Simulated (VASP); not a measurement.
Runs of VASP 6.6.1 on TiO2 (fluorite type). The structure is that of space group Fm-3m (No. 225), or close to it. The cells are those of the table. 

| cell | gap on the mesh (eV) | pressure (GPa) |
| --- | --- | --- |
| a = 3.273 Å, angles 60.0°, 3 atoms | 1.20 | 42.9 |
| a = 2.912 Å, angles 60.0°, 3 atoms | (c) | (a) |
| a = 3.061 Å, angles 60.0°, 3 atoms | 1.25 | 164.6 |
| a = 3.415 Å, angles 60.0°, 3 atoms | (b) | 0.8 |

Alike in all rows: task single point; level PBE; potentials or basis VASP PAW PBE potentials, release 64 (Ti_sv, O); no spin polarisation; k mesh 12 × 12 × 12; cutoff (eV) 520; smearing fermi-dirac 0.1 eV.

Q: Estimate the missing entries.

A: (a) 322.8; (b) 1.11; (c) 1.17.

A k mesh can miss the band edges.
